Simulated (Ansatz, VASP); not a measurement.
**One calculation of WC, two programs**

Contents of INCAR:

```
SYSTEM = WC
PREC = Accurate
ENCUT = 600
EDIFF = 1E-6
ISMEAR = 0
SIGMA = 0.1
LREAL = .FALSE.
LASPH = .TRUE.
NELM = 60
ALGO = Normal
ISIF = 3
LWAVE = .FALSE.
LCHARG = .FALSE.
GGA = PE
IBRION = 2
NSW = 100
EDIFFG = -0.01
```

File KPOINTS:

```
Automatic mesh
0
G
  20 20 20
  0 0 0
```

POSCAR

```
WC
1.0
    2.7238889881      0.0000000000      0.0000000000
    0.0000000000      2.7238889881      0.0000000000
    0.0000000000      0.0000000000      2.7238889881
W C
1 1
Direct
    0.5000000000      0.5000000000      0.5000000000
    0.0000000000      0.0000000000      0.0000000000
```

Input for Ansatz:

```yaml
crystal:
  lattice:
    - [2.7238889881, 0.0, 0.0]
    - [0.0, 2.7238889881, 0.0]
    - [0.0, 0.0, 2.7238889881]
  atoms:
    - { symbol: W, position: [0.5, 0.5, 0.5] }
    - { symbol: C, position: [0.0, 0.0, 0.0] }
basis:
  ecutwfc: 420
kpoints:
  mp_grid: { grid: [20, 20, 20] }
hamiltonian:
  xc: pbe
scf:
  occupations: { method: gaussian, width: 0.1 }
output:
  forces: true
  stress: true
  eigenvalues: true
  write_density: true
  write_potential: true
  elf: true
  volumetric_format: npy
relax:
  adjacent_minimum: "off"
  f_tol: 0.01
  max_steps: 80
  cell: { stress_tol: 0.05 }
```

Change from the starting cell: species swapped into the CuPd type (Pm-3m, No. 221).

Alike in both runs: task relaxation of cell and atoms; functional PBE; k mesh 20 × 20 × 20; occupations gaussian, width 0.1 eV; no spin polarisation.

|  | VASP | Ansatz |
| --- | --- | --- |
| version | VASP 6.6.1 | Ansatz 0.2.0 |
| potentials or method | VASP PAW PBE potentials, release 64 (W_sv, C), cutoff 600 eV | scalar-relativistic, plane waves, PAW |
| valence electrons in the cell | 18 | 18 |

|  | VASP | Ansatz | Ansatz less VASP |
| --- | --- | --- | --- |
| gap on the k mesh at the Fermi level, each at its own relaxed structure (eV) | none | none | - |
| relaxed volume (Å³/atom) | 10.16 | 10.13 | -0.035 |
| relaxed cell length with the largest relative difference (Å) | 2.729 | 2.726 | -0.0031 |

A gap of «none» marks a metal or a gap that the smearing closes.

Neither program's run includes spin-orbit coupling.
